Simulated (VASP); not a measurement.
# ZnO (ref) (P6_3mc) in VASP: further runs, part 3 of 3

VASP 6.6.1. The steps go on from the part before.

## (4) Single point, r2SCAN

File POSCAR:

```
ZnO
1.0
    3.2351576527      0.0000000000      0.0000000000
   -1.6175788264      2.8017287125      0.0000000000
    0.0000000000      0.0000000000      5.2110795600
Zn O
2 2
Direct
    0.3333333333      0.6666666667     -0.0439586804
    0.6666666667      0.3333333333      0.4560413196
    0.3333333333      0.6666666667      0.4259586804
    0.6666666667      0.3333333333      0.9259586804
```

File INCAR.step1:

```
ALGO     = Normal         # electronic algorithm
EDIFF    = 1E-4           # SCF threshold, eV
ENCUT    = 520            # plane-wave cutoff, eV
GGA      = PE             # functional
ISMEAR   = 0              # smearing method
LASPH    = True           # aspherical terms in the spheres
LCHARG   = False          # write CHGCAR
LREAL    = False          # projectors in reciprocal space
LWAVE    = True           # write WAVECAR
NBANDS   = 26             # bands
NELM     = 80             # most SCF steps
PREC     = Accurate       # precision mode
SIGMA    = 0.01           # smearing width, eV
```

File INCAR.step2:

```
ALGO     = Normal         # electronic algorithm
EDIFF    = 1E-7           # SCF threshold, eV
ENCUT    = 520            # plane-wave cutoff, eV
ISIF     = 2              # what is computed and relaxed
ISMEAR   = 0              # smearing method
ISTART   = 1            
LASPH    = True           # aspherical terms in the spheres
LCHARG   = True           # write CHGCAR
LELF     = True           # ELF
LMIXTAU  = True         
LREAL    = False          # projectors in reciprocal space
LVHAR    = True         
LWAVE    = False          # write WAVECAR
METAGGA  = R2SCAN         # meta-GGA
NBANDS   = 26             # bands
NELM     = 80             # most SCF steps
PREC     = Accurate       # precision mode
SIGMA    = 0.01           # smearing width, eV
```

File KPOINTS:

```
k-points
0
Gamma
  12 12 8
```

Potentials or basis: VASP PAW PBE potentials, release 64 (Zn, O).

Started as:

```console
$ cat potpaw_PBE.64/Zn/POTCAR potpaw_PBE.64/O/POTCAR > POTCAR
$ cp INCAR.step1 INCAR
$ mpirun -np 1 vasp_std > vasp.out
$ cp INCAR.step2 INCAR
$ mpirun -np 1 vasp_std > vasp.out
```

OUTCAR:

```text
EDIFF = 1E-7
   ENCUT = 520
   ISIF = 2
   ISMEAR = 0
   ISTART = 1
   LASPH = True
   LREAL = False
   METAGGA = R2SCAN
   NELM = 80
   PREC = Accurate

 ion  position               nearest neighbor table
   1  0.333  0.667  0.956-   4 1.87   4 1.87   4 1.87   3 2.45
   2  0.667  0.333  0.456-   3 1.87   3 1.87   3 1.87   4 2.45
   3  0.333  0.667  0.426-   2 1.87   2 1.87   2 1.87   1 2.45
   4  0.667  0.333  0.926-   1 1.87   1 1.87   1 1.87   2 2.45

  LATTYP: Found a hexagonal cell.
 ALAT       =     3.2351576527
 C/A-ratio  =     1.6107652607

  Lattice vectors:

 A1 = (   3.2351576527,   0.0000000000,   0.0000000000)
 A2 = (  -1.6175788264,   2.8017287125,   0.0000000000)
 A3 = (   0.0000000000,   0.0000000000,   5.2110795600)

Analysis of symmetry for initial positions (statically):
=====================================================================
 Subroutine PRICEL returns:
 Original cell was already a primitive cell.

 Routine SETGRP: Setting up the symmetry group for a
 hexagonal supercell.

 Subroutine GETGRP returns: Found 12 space group operations
 (whereof  6 operations were pure point group operations)
 out of a pool of 24 trial point group operations.

The static configuration has the point symmetry C_3v.
 The point group associated with its full space group is C_6v.

Analysis of symmetry for dynamics (positions and initial velocities):
=====================================================================
 Subroutine PRICEL returns:
 Original cell was already a primitive cell.

 Routine SETGRP: Setting up the symmetry group for a
 hexagonal supercell.

 Subroutine GETGRP returns: Found 12 space group operations
 (whereof  6 operations were pure point group operations)
 out of a pool of 24 trial point group operations.
[... 114 lines left out ...]
   POTIM  = 0.5000    time-step for ionic-motion
   TEBEG  =    0.0;   TEEND  =   0.0 temperature during run
   PSTRESS=    0.0 pullay stress
   NELECT =      36.0000    total number of electrons
   NUPDOWN=      -1.0000    fix difference up-down
   EMIN   =  10.00;   EMAX   =-10.00  energy-range for DOS
   EFERMI =   0.00;   METHOD = LEGACY
   ISMEAR =     0;   SIGMA  =   0.01  broadening in eV -4-tet -1-fermi 0-gaus
   EFERMI_NEDOS =   21; number of points for ismear=-14 and -15
   IALGO  =     38    algorithm
   IMIX   =      4    mixing-type and parameters
     AMIX     =   0.40;   BMIX     =  1.00
     AMIX_MAG =   1.60;   BMIX_MAG =  1.00
  volume/ion in A,a.u.               =      11.81        79.69
  Fermi-wavevector in a.u.,A,eV,Ry     =   1.495406  2.825908 30.425899  2.236240
  Thomas-Fermi vector in A             =   2.607555
   LORBIT       =      0    0 simple, 1 ext, 2 COOP (PROOUT), +10 PAW based schemes
   METAGGA = R2SCAN    functional components
   LHFCALC =     F    Hartree Fock is set to
   AEXX    =    0.0000 exact exchange contribution
   IVDW    =     0    specifies the selected vdW correction
   LEPSILON=     F    determine dielectric tensor
   LRPA    =     F    only Hartree local field effects (RPA)
 non-spin polarized calculation
 Gauss-broadening in eV      SIGMA  =   0.01
  energy-cutoff  :      520.00
  volume of cell :       47.23
 maximum number of plane-waves:      1296
   NGX = 13   NGY = 13   NGZ = 19

 number of electron      36.0000069 magnetization

 Free energy of the ion-electron system (eV)
  ---------------------------------------------------
  ext. energy  EPLUGINS =         0.00000000
  ---------------------------------------------------
  free energy    TOTEN  =       -35.80785553 eV

  energy without entropy =      -35.80785553  energy(sigma->0) =      -35.80785553

 E-fermi :   1.1738     XC(G=0): -11.6871

 val. band max:        1.1196881078   @ k =   0.0000   0.0000   0.0000
 cond. band min:       2.4266445227   @ k =   0.0000   0.0000   0.0000
 fundamental gap:      1.3069564150
 Fermi energy:         1.1738002830

 k-point     1 :       0.0000    0.0000    0.0000
  band No.  band energies     occupation
      1     -18.3481      2.00000
      2     -17.7098      2.00000
      3      -5.4478      2.00000
      4      -5.4476      2.00000
      5      -5.4138      2.00000
      6      -5.4137      2.00000
[... 685 lines left out ...]
     25      16.0483      0.00000
     26      17.0823      0.00000

 [... further k-points ...]
[... 5 lines left out ...]
  --------------------------------------------------------------------------------------
  -------------------------------------------------------------------------------------
  Total        4.1883406      4.1883406     -1.3319019     -0.0000000      0.0000000      0.0000000
  in kB      142.0703145    142.0703145    -45.1786855     -0.0000000      0.0000000      0.0000000
  external PRESSURE =      79.6539811 kB  Pullay stress =       0.0000000 kB

 VOLUME and BASIS-vectors are now :
 -----------------------------------------------------------------------------
  energy-cutoff  :      520.00
  volume of cell :       47.23
      direct lattice vectors                 reciprocal lattice vectors
     3.235157653  0.000000000  0.000000000     0.309103947  0.178461247  0.000000000
    -1.617578826  2.801728713  0.000000000     0.000000000  0.356922494  0.000000000
     0.000000000  0.000000000  5.211079560     0.000000000  0.000000000  0.191898816

 POSITION                                       TOTAL-FORCE (eV/Angst)
 -----------------------------------------------------------------------------------
     -0.00000      1.86782      4.98201         0.000000     -0.000000      0.394109
      1.61758      0.93391      2.37647        -0.000000      0.000000      0.394109
     -0.00000      1.86782      2.21970        -0.000000      0.000000     -0.394109
      1.61758      0.93391      4.82524        -0.000000     -0.000000     -0.394109
 -----------------------------------------------------------------------------------
    total drift:                               -0.000001     -0.000001     -0.022497

  FREE ENERGIE OF THE ION-ELECTRON SYSTEM (eV)
  ---------------------------------------------------
  free  energy   TOTEN  =       -35.8078555309 eV

  energy  without entropy=      -35.8078555309  energy(sigma->0) =      -35.80785553
```

OUTCAR.step1:

```text
EDIFF = 1E-4
   ENCUT = 520
   GGA = PE
   ISMEAR = 0
[... 927 lines left out ...]
     -0.00000      1.86782      4.98201         0.000000      0.000000      0.409353
      1.61758      0.93391      2.37647        -0.000000      0.000000      0.409353
     -0.00000      1.86782      2.21970         0.000000      0.000000     -0.409353
      1.61758      0.93391      4.82524        -0.000000     -0.000000     -0.409353
 -----------------------------------------------------------------------------------
    total drift:                               -0.000001     -0.000001      0.000149

  FREE ENERGIE OF THE ION-ELECTRON SYSTEM (eV)
  ---------------------------------------------------
  free  energy   TOTEN  =       -17.2901659672 eV

  energy  without entropy=      -17.2901659672  energy(sigma->0) =      -17.29016597
```

OSZICAR.step1:

```text
N       E                     dE             d eps       ncg     rms          rms(c)
DAV:   1     0.297898982259E+03    0.29790E+03   -0.18203E+04  5020   0.202E+03
DAV:   2     0.115170852279E+02   -0.28638E+03   -0.26885E+03  5134   0.413E+02
DAV:   3    -0.201270201218E+02   -0.31644E+02   -0.31216E+02  5490   0.140E+02
DAV:   4    -0.207540787216E+02   -0.62706E+00   -0.62551E+00  5304   0.201E+01
DAV:   5    -0.207572951084E+02   -0.32164E-02   -0.32161E-02  5256   0.150E+00    0.167E+01
DAV:   6    -0.170899421367E+02    0.36674E+01   -0.72469E+00  8092   0.650E+01    0.102E+01
DAV:   7    -0.173299198109E+02   -0.23998E+00   -0.33140E+00  5104   0.178E+01    0.601E+00
DAV:   8    -0.173404881784E+02   -0.10568E-01   -0.54538E-01  7178   0.716E+00    0.179E+00
DAV:   9    -0.172878255252E+02    0.52663E-01   -0.10982E-01  7208   0.588E+00    0.370E-01
DAV:  10    -0.172899708399E+02   -0.21453E-02   -0.39963E-02  5004   0.136E+00    0.148E-01
DAV:  11    -0.172901013885E+02   -0.13055E-03   -0.85531E-04  5146   0.291E-01    0.329E-02
DAV:  12    -0.172901659672E+02   -0.64579E-04   -0.59948E-05  3528   0.790E-02
   1 F= -.17290166E+02 E0= -.17290166E+02  d E =-.668705E-40
```

Run time: 4.3 min. Hardware: 1 thread of AMD EPYC 9R45 (Zen 5), shared host; peak memory 0.2 GiB.

What came out:

```
Free energy            : -35.8079 eV
Pressure               : 8.0 GPa
Largest force          : 0.394 eV/Å
Band gap on the k mesh : 1.31 eV, direct
```

Forces in eV/Å, atoms in the order of the input:
```
Zn   0.000  0.000  0.394
Zn   0.000  0.000  0.394
O    0.000  0.000 -0.394
O    0.000  0.000 -0.394
```

Caveat: the PAW data sets were made with another functional, which shifts forces and pressure a little.
